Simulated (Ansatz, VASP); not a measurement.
## One calculation of Ru, two programs

The input INCAR:

```
SYSTEM = Ru
ALGO = Normal
EDIFF = 1E-8
ENCUT = 520
GGA = PE
ISIF = 2
ISMEAR = -1
LASPH = .TRUE.
LCHARG = .FALSE.
LEFG = .TRUE.
LREAL = .FALSE.
LWAVE = .FALSE.
NBANDS = 13
NELM = 100
PREC = Accurate
SIGMA = 0.05
```

The input KPOINTS:

```
k-points
0
G
  16 16 16
  0 0 0
```

Contents of POSCAR:

```
Ru
1.0
    0.0000000000      1.9054056433      1.9054056433
    1.9054056433      0.0000000000      1.9054056433
    1.9054056433      1.9054056433      0.0000000000
Ru
1
Direct
    0.0000000000      0.0000000000      0.0000000000
```

Input for Ansatz:

```yaml
crystal:
  lattice:
    - [0.0, 1.9054056433, 1.9054056433]
    - [1.9054056433, 0.0, 1.9054056433]
    - [1.9054056433, 1.9054056433, 0.0]
  atoms:
    - { symbol: Ru, position: [0.0, 0.0, 0.0] }
kpoints:
  mp_grid: { grid: [16, 16, 16] }
scf:
  occupations: { method: fermi_dirac, width: 0.05 }
hamiltonian:
  xc: pbe
  pseudopotentials: { kind: all_electron, datasets: crystal, nuclear_model: point }
output:
  forces: true
  stress: true
  eigenvalues: true
  efg: { contact_densities: true }
```

Alike in both runs: task electric field gradients; functional PBE; k mesh 16 × 16 × 16; occupations fermi-dirac, width 0.05 eV; no spin polarisation.

|  | VASP | Ansatz |
| --- | --- | --- |
| version | VASP 6.6.1 | Ansatz 0.2.0 |
| potentials or method | VASP PAW PBE potentials, release 64 (Ru_pv), cutoff 520 eV | all-electron PAW with datasets made for the crystal, scalar-relativistic |

```tsv
	VASP	Ansatz	Ansatz less VASP
pressure (GPa)	-0.1	-0.1	+0.05
```

Ansatz ran all-electron here, and VASP with PAW potentials.
